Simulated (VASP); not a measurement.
## KCl: single point with r2SCAN

The system is KCl.

```
K Cl
1.0
     0.00000    3.01905    3.17853
     3.01905    0.00000    3.17853
     3.01905    3.01905    0.00000
K Cl
1 1
Cartesian
  0.0000 0.0000 0.0000
  3.0191 3.0191 3.1785
```

This cell differs from its parent crystal: epitaxial xy strain -4.0%.

```json
{"Program": "VASP 6.6.1", "Task": "single point", "Functional": "r2SCAN", "Potentials or basis": "VASP PAW PBE potentials, release 64 (K_sv, Cl)", "Cutoff": "520 eV", "k mesh": "8 × 8 × 8", "Occupations": "gaussian, width 0.01 eV", "Spin": "no spin polarisation"}
```

| Quantity | Value |
| --- | --- |
| Pressure | 1.8 GPa |
| Band gap on the k mesh | 6.06 eV |

Stress tensor (GPa, compression positive):
```
 2.77  0.00  0.00
 0.00  2.77  0.00
 0.00  0.00 -0.01
```

Levels at points of the mesh, in eV from the valence-band top:
| k point | band 6 | band 7 | band 8 | band 9 | band 10 | band 11 |
| --- | --- | --- | --- | --- | --- | --- |
| (0.00, 0.00, 0.00) | -0.06 | 0.00 | 0.00 | 6.06 | 8.81 | 9.16 |
| (0.50, 0.00, 0.00) | -1.20 | -0.41 | -0.40 | 8.32 | 9.50 | 11.52 |
| (0.50, 0.50, 0.00) | -0.80 | -0.21 | -0.21 | 7.00 | 9.54 | 10.92 |
| (0.50, 0.00, 0.50) | -0.70 | -0.29 | -0.27 | 6.91 | 9.53 | 11.21 |

It took 2.6 min on 1 thread of AMD EPYC 9R45 96-Core Processor (Zen 5), with other jobs on the host, peak memory 0.2 GiB.

Caveat: the cell differs from its parent crystal (epitaxial xy strain -4.0%); the PAW data sets were made with another functional, which shifts forces and pressure a little. A k mesh can miss the band edges.
